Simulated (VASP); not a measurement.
Here is a VASP 6.6.1 calculation.

The input INCAR:

```
SYSTEM = Si3N4
PREC     = Accurate       ! precision mode
ENCUT    = 520            ! plane-wave cutoff, eV
EDIFF    = 1E-7           ! SCF threshold, eV
ISMEAR   = -1             ! smearing method
SIGMA    = 0.05           ! smearing width, eV
LREAL    = .False.        ! projectors in reciprocal space
LASPH    = .True.         ! aspherical terms in the spheres
NELM     = 60             ! most SCF steps
ALGO     = Normal         ! electronic algorithm
ISIF     = 2              ! what is computed and relaxed
LWAVE    = .False.        ! write WAVECAR
LCHARG   = .False.        ! write CHGCAR
GGA      = PE             ! functional
NBANDS   = 25             ! bands
```

The input KPOINTS:

```
Automatic mesh
0
Gamma
  6 6 6
  0 0 0
```

POSCAR

```
Si3N4
1.0
    4.0894722000      0.0000000000      0.0000000000
    0.0000000000      4.0894722000      0.0000000000
    0.0000000000      0.0000000000      4.1307800000
Si N
3 4
Direct
    0.0000000000      0.0000000000      0.5000000000
    0.5000000000      0.0000000000      0.0000000000
    0.0000000000      0.5000000000      0.0000000000
    0.2395200000      0.2395200000      0.7604800000
    0.7604800000      0.7604800000      0.7604800000
    0.2395200000      0.7604800000      0.2395200000
    0.7604800000      0.2395200000      0.2395200000
```

Potentials or basis: VASP PAW PBE potentials, release 64 (Si, N).

Command:

```console
$ cat potpaw_PBE.64/Si/POTCAR potpaw_PBE.64/N/POTCAR > POTCAR
$ mpirun -np 1 vasp_std > vasp.out
```

Task: What does it give for the pressure?

Result: 4.8 GPa.

Task: Predict the largest force.

Result: 0.162 eV/Å.

Stress tensor (GPa, compression positive):
```
5.35 0.00 0.00
0.00 5.35 0.00
0.00 0.00 3.64
```
